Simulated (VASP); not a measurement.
# Pd (P6_3/mmc) in VASP: notebook

Runs on Pd. Level: BLYP. Tasks: single point.

Everything below comes from runs of VASP 6.6.1. Logs are shortened: lines on timing, memory, paths and dates and some standing lists are left out, and cuts for length are marked.

## (1) The cell of the first run

It takes space group P6_3/mmc (No. 194, hexagonal). Conventional cell: a = 2.944 Å, b = 2.944 Å, c = 9.773 Å, α = 90.00°, β = 90.00°, γ = 120.00°. Pd (site symmetry -3m) has 12 Pd at 2.94 to 2.98 Å within 3.9 Å. Within 3.9 Å of Pd (site symmetry -6m2) lie 12 Pd at 2.94 to 2.98 Å.

This isn't the form of Pd at room conditions, which is fcc.

## (2) Single point, BLYP, collinear spin (18.34 Å³/atom)

INCAR reads:

```
AGGAC    = 1.0          
AGGAX    = 1.0          
ALDAC    = 0.0          
ALDAX    = 1.0          
ALGO     = Normal         # electronic algorithm
EDIFF    = 1E-6           # SCF threshold, eV
ENCUT    = 500            # plane-wave cutoff, eV
GGA      = B5             # functional
GGA_COMPAT= F            
ISIF     = 2              # what is computed and relaxed
ISMEAR   = -1             # smearing method
ISPIN    = 2              # spin polarisation
LASPH    = T              # aspherical terms in the spheres
LCHARG   = F              # write CHGCAR
LMAXMIX  = 4              # l up to which the mixer works
LORBIT   = 11             # projections on sites
LREAL    = F              # projectors in reciprocal space
LWAVE    = F              # write WAVECAR
MAGMOM   = 0.368 0.368 0.374 0.374 # initial moments
NBANDS   = 32             # bands
NELM     = 200            # most SCF steps
PREC     = Accurate       # precision mode
SIGMA    = 0.05           # smearing width, eV
```

KPOINTS reads:

```
k-points
0
Gamma
  14 14 4
```

POSCAR reads:

```
Pd
1.0
    2.9437852335      0.0000000000      0.0000000000
   -1.4718926167      2.5493927955      0.0000000000
    0.0000000000      0.0000000000      9.7734134183
Pd
4
Direct
    1.0000000000      1.0000000000      0.0000000000
    1.0000000000      0.0000000000      0.5000000000
    0.3333333333      0.6666666667      0.2500000000
    0.6666666667      0.3333333333      0.7500000000
```

Potentials or basis: VASP PAW PBE potentials, release 64 (Pd).

The run is started by

```sh
$ cat potpaw_PBE.64/Pd/POTCAR > POTCAR
$ mpirun -np 1 vasp_std > vasp.out
```

OUTCAR:

```text
EDIFF = 1E-6
   ENCUT = 500
   GGA = B5
   ISIF = 2
   ISMEAR = -1
   ISPIN = 2
   LASPH = T
   LORBIT = 11
   LREAL = F
   NELM = 200
   PREC = Accurate

 ion  position               nearest neighbor table
   1  0.000  0.000  0.000-   3 2.98   4 2.98   3 2.98   4 2.98   4 2.98   3 2.98
   2  0.000  0.000  0.500-   3 2.98   4 2.98   3 2.98   4 2.98   4 2.98   3 2.98
   3  0.333  0.667  0.250-   1 2.98   2 2.98   1 2.98   2 2.98   1 2.98   2 2.98
   4  0.667  0.333  0.750-   1 2.98   2 2.98   1 2.98   2 2.98   1 2.98   2 2.98

  LATTYP: Found a hexagonal cell.
 ALAT       =     2.9437852335
 C/A-ratio  =     3.3200157767

  Lattice vectors:

 A1 = (   2.9437852335,   0.0000000000,   0.0000000000)
 A2 = (  -1.4718926167,   2.5493927955,   0.0000000000)
 A3 = (   0.0000000000,   0.0000000000,   9.7734134183)

Analysis of symmetry for initial positions (statically):
=====================================================================
 Subroutine PRICEL returns:
 Original cell was already a primitive cell.

 Routine SETGRP: Setting up the symmetry group for a
 hexagonal supercell.

 Subroutine GETGRP returns: Found 24 space group operations
 (whereof 12 operations were pure point group operations)
 out of a pool of 24 trial point group operations.

The static configuration has the point symmetry D_3d.
 The point group associated with its full space group is D_6h.

Analysis of symmetry for dynamics (positions and initial velocities):
=====================================================================
 Subroutine PRICEL returns:
 Original cell was already a primitive cell.

 Routine SETGRP: Setting up the symmetry group for a
 hexagonal supercell.

 Subroutine GETGRP returns: Found 24 space group operations
 (whereof 12 operations were pure point group operations)
 out of a pool of 24 trial point group operations.

The dynamic configuration has the point symmetry D_3d.
 The point group associated with its full space group is D_6h.

Analysis of structural, dynamic, and magnetic symmetry:
=====================================================================
 Subroutine PRICEL returns:
 Original cell was already a primitive cell.

 Routine SETGRP: Setting up the symmetry group for a
 hexagonal supercell.

[... 131 lines left out ...]
  Fermi-wavevector in a.u.,A,eV,Ry     =   1.337514  2.527536 24.340069  1.788945
  Thomas-Fermi vector in A             =   2.466057
   LORBIT       =     11    0 simple, 1 ext, 2 COOP (PROOUT), +10 PAW based schemes
   GGA     = B5    functional components
   LHFCALC =     F    Hartree Fock is set to
   AEXX    =    0.0000 exact exchange contribution
   IVDW    =     0    specifies the selected vdW correction
   LEPSILON=     F    determine dielectric tensor
   LRPA    =     F    only Hartree local field effects (RPA)
 spin polarized calculation
  energy-cutoff  :      500.00
  volume of cell :       73.35
 maximum number of plane-waves:      1896
 NGX is ok and might be reduce to    24
   NGX = 11   NGY = 11   NGZ = 35

 number of electron      40.0000002 magnetization       1.5847673

 Free energy of the ion-electron system (eV)
  ---------------------------------------------------
  ext. energy  EPLUGINS =         0.00000000
  ---------------------------------------------------
  free energy    TOTEN  =       -17.22961693 eV

  energy without entropy =      -17.16176680  energy(sigma->0) =      -17.19569187

 E-fermi :   7.0567     XC(G=0): -11.2742

 val. band max:        7.0559731498   @ k =   0.3571   0.2857   0.2500
 cond. band min:       7.0571739182   @ k =   0.4286   0.0000   0.2500
 fundamental gap:      0.0012007684
 Fermi energy:         7.0566836230

 spin component 1

 k-point     1 :       0.0000    0.0000    0.0000
  band No.  band energies     occupation
      1       1.5273      1.00000
      2       2.9030      1.00000
      3       2.9113      1.00000
      4       3.1001      1.00000
      5       4.7829      1.00000
      6       4.8551      1.00000
[... 829 lines left out ...]
     31      18.4596      0.00000
     32      18.5133      0.00000

 [... further k-points ...]

 spin component 2

 k-point     1 :       0.0000    0.0000    0.0000
  band No.  band energies     occupation
      1       1.5557      1.00000
      2       2.9903      1.00000
      3       2.9932      1.00000
      4       3.3112      1.00000
      5       5.0860      1.00000
      6       5.1243      1.00000
[... 829 lines left out ...]
     31      18.5535      0.00000
     32      18.5818      0.00000

 [... further k-points ...]

------------------------ aborting loop because EDIFF is reached ----------------------------------------

  FORCE on cell =-STRESS in cart. coord.  units (eV):
  Direction    XX          YY          ZZ          XY          YZ          ZX
  --------------------------------------------------------------------------------------
  -------------------------------------------------------------------------------------
  Total       -4.7802677     -4.7802677     -4.9463198     -0.0000000     -0.0000000      0.0000000
  in kB     -104.4175871   -104.4175871   -108.0447393     -0.0000000     -0.0000000      0.0000000
  external PRESSURE =    -105.6266378 kB  Pullay stress =       0.0000000 kB

 VOLUME and BASIS-vectors are now :
 -----------------------------------------------------------------------------
  energy-cutoff  :      500.00
  volume of cell :       73.35
      direct lattice vectors                 reciprocal lattice vectors
     2.943785233  0.000000000  0.000000000     0.339698694  0.196125133  0.000000000
    -1.471892617  2.549392796  0.000000000     0.000000000  0.392250265  0.000000000
     0.000000000  0.000000000  9.773413418     0.000000000  0.000000000  0.102318398

 POSITION                                       TOTAL-FORCE (eV/Angst)
 -----------------------------------------------------------------------------------
      0.00000      0.00000      0.00000         0.000000      0.000000      0.000000
      0.00000      0.00000      4.88671         0.000000      0.000000      0.000000
     -0.00000      1.69960      2.44335        -0.000000      0.000000     -0.000000
      1.47189      0.84980      7.33006        -0.000000     -0.000000     -0.000000
 -----------------------------------------------------------------------------------
    total drift:                               -0.000000      0.000000      0.000000

  FREE ENERGIE OF THE ION-ELECTRON SYSTEM (eV)
  ---------------------------------------------------
  free  energy   TOTEN  =       -17.2296169255 eV

  energy  without entropy=      -17.1617668050  energy(sigma->0) =      -17.19569187

 total charge

# of ion       s       p       d       tot
------------------------------------------
    1        0.384   0.279   8.470   9.133
    2        0.384   0.279   8.470   9.133
    3        0.384   0.280   8.467   9.132
    4        0.384   0.280   8.467   9.132
--------------------------------------------------
tot          1.537   1.120  33.874  36.530

 magnetization (x)

# of ion       s       p       d       tot
------------------------------------------
    1       -0.001  -0.006   0.402   0.395
    2       -0.001  -0.006   0.402   0.395
    3       -0.001  -0.006   0.413   0.406
    4       -0.001  -0.006   0.413   0.406
--------------------------------------------------
tot         -0.006  -0.023   1.632   1.603
```

Run time: 4.9 min. Hardware: 1 thread of Intel Xeon Platinum 8259CL at 2.50GHz (Skylake/Cascade Lake), shared host; peak memory 0.36 GiB.

What came out:

* Free energy: -17.2296 eV
* Pressure: -10.6 GPa
* Net moment: 1.58 μB per cell
* Site moments: Pd +0.40, +0.41 (each value once) μB
* Valence electrons inside the program's atomic spheres: Pd 9.13

Levels at points of the mesh, in eV from the Fermi level:
Spin up:
| k point | band 18 | band 19 | band 20 | band 21 | band 22 | band 23 |
| --- | --- | --- | --- | --- | --- | --- |
| (0.00, 0.00, 0.00) | -0.91 | -0.91 | -0.69 | -0.69 | -0.30 | -0.30 |
| (0.50, 0.00, 0.00) | -0.11 | -0.09 | -0.09 | 1.92 | 2.73 | 3.25 |
| (0.00, 0.00, 0.50) | -1.09 | -0.46 | -0.46 | -0.46 | -0.46 | -0.34 |
| (0.50, 0.00, 0.50) | -0.20 | -0.10 | -0.10 | 2.43 | 2.43 | 3.52 |
Spin down:
```
           k point  band 16  band 17  band 18  band 19  band 20  band 21  band 22  band 23  band 24  band 25
(0.00, 0.00, 0.00)    -1.00    -1.00    -0.66    -0.66    -0.43    -0.43    -0.02    -0.02     1.54     5.62
(0.50, 0.00, 0.00)     0.11     0.17     0.23     0.24     0.26     1.96     2.75     3.39     3.80     6.49
(0.00, 0.00, 0.50)    -0.84    -0.84    -0.84    -0.26    -0.26    -0.19    -0.19    -0.19    -0.19     8.23
(0.50, 0.00, 0.50)    -0.29     0.12     0.12     0.23     0.23     2.53     2.53     3.62     3.62     6.80
```

Caveat: the cell stands under tension; the PAW data sets were made with another functional, which shifts forces and pressure a little.

## (3) Single point, BLYP

This run uses another cell than the first one, of 16.41 Å³/atom.

INCAR reads:

```
SYSTEM = Pd
PREC = Accurate
ENCUT = 520
EDIFF = 1E-7
ISMEAR = -1
SIGMA = 0.1
LREAL = .FALSE.
LASPH = .TRUE.
NELM = 60
ALGO = Normal
ISIF = 2
LWAVE = .FALSE.
LCHARG = .FALSE.
GGA = B5
ALDAX = 1.0
AGGAX = 1.0
AGGAC = 1.0
ALDAC = 0.0
NBANDS = 28
```

KPOINTS reads:

```
regular mesh
0
G
  13 13 4
  0 0 0
```

POSCAR reads:

```
Pd
1.0
    2.8413347738      0.0000000000      0.0000000000
   -1.4206673869      2.4606680947      0.0000000000
    0.0000000000      0.0000000000      9.3867400402
Pd
4
Direct
    0.0000000000      0.0000000000      0.0000000000
    1.0000000000      0.0000000000      0.5000000000
    0.3333333333      0.6666666667      0.2500000000
    0.6666666667      0.3333333333      0.7500000000
```

Potentials or basis: VASP PAW PBE potentials, release 64 (Pd).

The run is started by

```sh
$ cat potpaw_PBE.64/Pd/POTCAR > POTCAR
$ mpirun -np 1 vasp_std > vasp.out
```

It took 3.4 min on 1 thread of Intel Xeon 8259CL, shared host; peak memory 0.24 GiB.

Results (log left out):

```yaml
Free_energy: -17.6306 eV
Pressure: 0.3 GPa
Band_gap_on_the_k_mesh: zero (bands 20 and 21 overlap by 0.78 eV)
```

Levels at points of the mesh, in eV from the Fermi level:
```csv
k point,band 18,band 19,band 20,band 21,band 22,band 23
"(0.00, 0.00, 0.00)",-0.93,-0.93,-0.65,-0.65,-0.15,-0.15
"(0.00, 0.00, 0.50)",-1.14,-0.53,-0.53,-0.36,-0.36,-0.36
```

Caveat: the PAW data sets were made with another functional, which shifts forces and pressure a little.
